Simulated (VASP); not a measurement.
NaAl, 2 atoms in the cell. Symmetry: Fm-3m, No. 225, cubic system. Conventional cell: a = 6.126 Å, b = 6.126 Å, c = 6.126 Å, α = 90.00°, β = 90.00°, γ = 90.00°. Within 4.0 Å of Na (site symmetry m-3m) lie 6 Al at 3.06 Å. Within 4.0 Å of Al (site symmetry m-3m) lie 6 Na at 3.06 Å. 

| Property | Result |
| --- | --- |
| Program | VASP 6.6.1 |
| Task | single point |
| Functional | PBE |
| Potentials or basis | VASP PAW PBE potentials, release 64 (Na_pv, Al) |
| Cutoff | 520 eV |
| k mesh | 6 × 6 × 6 |
| Occupations | gaussian, width 0.1 eV |
| Spin | no spin polarisation |
| Dipole correction | no |
| Further INCAR settings | ALGO = Normal; EDIFF = 1e-06; NBANDS = 12 |

Potentials or basis: VASP PAW PBE potentials, release 64 (Na_pv, Al).

Command:

```console
$ cat potpaw_PBE.64/Na_pv/POTCAR potpaw_PBE.64/Al/POTCAR > POTCAR
$ mpirun -np 1 vasp_std > vasp.out
```

Hardware: 1 thread of AMD EPYC 9R14 (Zen 4) (shared host).

Problem. How long does it take, and how much memory?

Solution. It took 5.3 s on 1 thread of AMD EPYC 9R14 (Zen 4), on a shared host, peak memory 0.14 GiB. Counts: scf iterations 9, k points 16.
